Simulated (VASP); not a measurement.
# CuO in VASP: relaxation of shape and atoms at fixed volume with PBEsol

Aim: the relaxation of shape and atoms at fixed volume of CuO with PBEsol.

Program: VASP 6.6.1. These are calculated values, not measurements. Logs are shortened: lines on timing, memory, paths and dates and some standing lists are left out, and cuts for length are marked.

## Step 1: The cell of the first run

The typed cell holds 4 atoms: a = 3.010 Å, b = 3.010 Å, c = 5.178 Å, α = 90.00°, β = 90.00°, γ = 89.94°.

## Step 2: Relaxation of shape and atoms at fixed volume, PBEsol (11.73 Å³/atom)

The input, INCAR:

```
SYSTEM = CuO
ALGO = Fast
EDIFF = 1E-7
EDIFFG = -0.01
ENCUT = 600
GGA = PS
IBRION = 2
ISIF = 4
ISMEAR = 0
LASPH = .True.
LCHARG = .False.
LREAL = .False.
LWAVE = .False.
NELM = 100
NSW = 50
PREC = Accurate
SIGMA = 0.1
```

The input, KPOINTS:

```
k-points
0
Gamma
  16 16 8
  0 0 0
```

The input, POSCAR:

```
CuO
1.0
    2.1231946384     -2.1273626223      0.1658973381
    2.1231946384      2.1273626223      0.1658973381
   -0.4036976573      0.0000000000      5.1618369821
Cu O
2 2
Direct
    0.0000000000      0.5000000000      0.0000000000
    0.5000000000      0.0000000000      0.5000000000
    0.5000157787      0.4999842213      0.2500000000
    0.4999842213      0.5000157787      0.7500000000
```

Potentials or basis: VASP PAW PBE potentials, release 64 (Cu, O).

The run is started by

```sh
$ cat potpaw_PBE.64/Cu/POTCAR potpaw_PBE.64/O/POTCAR > POTCAR
$ mpirun -np 1 vasp_std > vasp.out
```

OUTCAR:

```text
SYSTEM = CuO
   EDIFF = 1E-7
   EDIFFG = -0.01
   ENCUT = 600
   GGA = PS
   IBRION = 2
   ISIF = 4
   ISMEAR = 0
   LASPH = .True.
   LREAL = .False.
   NELM = 100
   NSW = 50
   PREC = Accurate

 ion  position               nearest neighbor table
   1  0.000  0.500  0.000-   3 1.99   4 1.99   4 1.99   3 1.99
   2  0.500  0.000  0.500-   4 1.99   3 1.99   4 1.99   3 1.99
   3  0.500  0.500  0.250-   2 1.99   1 1.99   2 1.99   1 1.99
   4  0.500  0.500  0.750-   1 1.99   2 1.99   2 1.99   1 1.99

  LATTYP: Found a base centered monoclinic cell.
 ALAT       =     4.2593320600
 B/A-ratio  =     0.9989184184
 C/A-ratio  =     1.2155894550
 COS(beta)  =    -0.0000719795

  Lattice vectors:

 A1 = (   2.1231946384,  -2.1273626223,   0.1658973381)
 A2 = (   2.1231946384,   2.1273626223,   0.1658973381)
 A3 = (  -0.4036976573,   0.0000000000,   5.1618369821)

Analysis of symmetry for initial positions (statically):
=====================================================================
 Subroutine PRICEL returns:
 Original cell was already a primitive cell.

 Routine SETGRP: Setting up the symmetry group for a
 base centered monoclinic supercell.

 Subroutine GETGRP returns: Found  4 space group operations
 (whereof  2 operations were pure point group operations)
 out of a pool of  4 trial point group operations.

The static configuration has the point symmetry S_2 .
 The point group associated with its full space group is C_2h.

Analysis of symmetry for dynamics (positions and initial velocities):
=====================================================================
 Subroutine PRICEL returns:
 Original cell was already a primitive cell.

 Routine SETGRP: Setting up the symmetry group for a
 base centered monoclinic supercell.

 Subroutine GETGRP returns: Found  4 space group operations
 (whereof  2 operations were pure point group operations)
 out of a pool of  4 trial point group operations.

The dynamic configuration has the point symmetry S_2 .
 The point group associated with its full space group is C_2h.

 Subroutine INISYM returns: Found  4 space group operations
 (whereof  2 operations are pure point group operations),
 and found     1 'primitive' translations

----------------------------------------------------------------------------------------

                                     Primitive cell

  volume of cell :      46.9150

[... 99 lines left out ...]
   ISYM   =      2    0-nonsym 1-usesym 2-fastsym
   POTIM  = 0.5000    time-step for ionic-motion
   TEBEG  =    0.0;   TEEND  =   0.0 temperature during run
   PSTRESS=    0.0 pullay stress
   NELECT =      34.0000    total number of electrons
   NUPDOWN=      -1.0000    fix difference up-down
   EMIN   =  10.00;   EMAX   =-10.00  energy-range for DOS
   EFERMI =   0.00;   METHOD = LEGACY
   ISMEAR =     0;   SIGMA  =   0.10  broadening in eV -4-tet -1-fermi 0-gaus
   EFERMI_NEDOS =   21; number of points for ismear=-14 and -15
   IALGO  =     68    algorithm
   IMIX   =      4    mixing-type and parameters
     AMIX     =   0.40;   BMIX     =  1.00
     AMIX_MAG =   1.60;   BMIX_MAG =  1.00
  volume/ion in A,a.u.               =      11.73        79.15
  Fermi-wavevector in a.u.,A,eV,Ry     =   1.470496  2.778835 29.420692  2.162360
  Thomas-Fermi vector in A             =   2.585746
   LORBIT       =      0    0 simple, 1 ext, 2 COOP (PROOUT), +10 PAW based schemes
   GGA     = PS    functional components
   LHFCALC =     F    Hartree Fock is set to
   AEXX    =    0.0000 exact exchange contribution
   IVDW    =     0    specifies the selected vdW correction
   LEPSILON=     F    determine dielectric tensor
   LRPA    =     F    only Hartree local field effects (RPA)
 conjugate gradient relaxation of ions
 non-spin polarized calculation
 RMM-DIIS sequential band-by-band and
 Gauss-broadening in eV      SIGMA  =   0.10
  energy-cutoff  :      600.00
  volume of cell :       46.91
 maximum number of plane-waves:      1600
   NGX = 13   NGY = 13   NGZ = 21

--------------------------------------- Ionic step        1  -------------------------------------------

 number of electron      34.0000032 magnetization

 Free energy of the ion-electron system (eV)
  ---------------------------------------------------
  ext. energy  EPLUGINS =         0.00000000
  ---------------------------------------------------
  free energy    TOTEN  =       -21.33123469 eV

  energy without entropy =      -21.31961348  energy(sigma->0) =      -21.32542408

------------------------ aborting loop because EDIFF is reached ----------------------------------------

  FORCE on cell =-STRESS in cart. coord.  units (eV):
  Direction    XX          YY          ZZ          XY          YZ          ZX
  --------------------------------------------------------------------------------------
  -------------------------------------------------------------------------------------
  Total       -3.3719637     -3.3599594     -3.8379280      0.0000000      0.0000000      0.0370551
  in kB     -115.1547960   -114.7448416   -131.0677835      0.0000000      0.0000000      1.2654548
  external PRESSURE =    -120.3224737 kB  Pullay stress =       0.0000000 kB
[... 63 lines left out ...]
--------------------------------------- Ionic step        3  -------------------------------------------

 number of electron      34.0000014 magnetization

 Free energy of the ion-electron system (eV)
  ---------------------------------------------------
  ext. energy  EPLUGINS =         0.00000000
  ---------------------------------------------------
  free energy    TOTEN  =       -21.33299679 eV

  energy without entropy =      -21.32171621  energy(sigma->0) =      -21.32735650

 E-fermi :   4.0611     XC(G=0): -11.2679

 val. band max:        4.0555112135   @ k =  -0.1250   0.1875   0.3750
 cond. band min:       4.0613795216   @ k =  -0.3750   0.1875   0.5000
 fundamental gap:      0.0058683081
 Fermi energy:         4.0611005135

 k-point     1 :       0.0000    0.0000    0.0000
  band No.  band energies     occupation
      1     -15.2579      2.00000
      2     -13.9614      2.00000
      3      -3.6073      2.00000
      4      -1.1104      2.00000
      5      -1.1086      2.00000
      6       0.5879      2.00000
[... 565 lines left out ...]
     20      10.1892      0.00000
     21      10.9617      0.00000

 [... further k-points ...]

------------------------ aborting loop because EDIFF is reached ----------------------------------------

  FORCE on cell =-STRESS in cart. coord.  units (eV):
  Direction    XX          YY          ZZ          XY          YZ          ZX
  --------------------------------------------------------------------------------------
  -------------------------------------------------------------------------------------
  Total       -3.4166321     -3.4089914     -3.4255710      0.0000000      0.0000000      0.0009258
  in kB     -116.6802494   -116.4193140   -116.9855209      0.0000000      0.0000000      0.0316157
  external PRESSURE =    -116.6950281 kB  Pullay stress =       0.0000000 kB
[... 19 lines left out ...]
  FREE ENERGIE OF THE ION-ELECTRON SYSTEM (eV)
  ---------------------------------------------------
  free  energy   TOTEN  =       -21.3329967923 eV

  energy  without entropy=      -21.3217162110  energy(sigma->0) =      -21.32735650

 reached required accuracy - stopping structural energy minimisation
```

OSZICAR:

```text
N       E                     dE             d eps       ncg     rms          rms(c)
DAV:   1     0.322724474297E+03    0.32272E+03   -0.18241E+04 23636   0.271E+03
DAV:   2     0.237467306951E+02   -0.29898E+03   -0.28416E+03 23761   0.452E+02
DAV:   3    -0.253555787176E+02   -0.49102E+02   -0.46501E+02 33121   0.202E+02
[... 28 lines left out ...]
RMM:   3    -0.213329839525E+02    0.81507E-03   -0.10082E-03 24744   0.319E-01    0.321E-02
RMM:   4    -0.213329961383E+02   -0.12186E-04   -0.28098E-04 26001   0.229E-01    0.247E-02
RMM:   5    -0.213329941756E+02    0.19627E-05   -0.77994E-05 25742   0.106E-01    0.817E-03
RMM:   6    -0.213329965531E+02   -0.23775E-05   -0.27271E-05 25467   0.366E-02    0.278E-03
RMM:   7    -0.213329967737E+02   -0.22065E-06   -0.22711E-06 23890   0.139E-02    0.150E-03
RMM:   8    -0.213329967923E+02   -0.18538E-07   -0.30080E-07 15149   0.547E-03
   3 F= -.21332997E+02 E0= -.21327357E+02  d E =-.176210E-02
```

Run time: 33 min. Hardware: 1 thread of Oxide Virtual Turin-like, shared host; peak memory 0.61 GiB.

Results:

```yaml
Free_energy: -21.3330 eV
Energy_gained_by_relaxing: 0.4 meV/atom
Ionic_steps: 3
Pressure_after_relaxing: -11.7 GPa
Band_gap_on_the_k_mesh: zero (bands 17 and 18 overlap by 1.23 eV)
```

Step by step:
```tsv
step	energy change (eV)	largest force (eV/Å)	pressure (GPa)	volume (Å³)
1	0.0000	0.0001	-12.03	46.91
2	-0.0014	0.0001	-11.83	46.91
3	-0.0018	0.0001	-11.67	46.91
```

Final structure:
```
CELL_PARAMETERS angstrom
2.13060 -2.13522 0.16650
2.13060 2.13522 0.16650
-0.40077 0.00000 5.12495
ATOMIC_POSITIONS crystal
Cu 0.00000 0.50000 0.00000
Cu 0.50000 0.00000 0.50000
O 0.50001 0.49999 0.25000
O 0.49999 0.50001 0.75000
```

Caveat: the PAW data sets were made with another functional, which shifts forces and pressure a little; semilocal functionals often make such compounds metallic where correlation or magnetic order opens a gap, which also shifts bond lengths. With open d or f shells a metallic result of PBEsol can be an artefact of self-interaction; +U or a hybrid may open a gap.
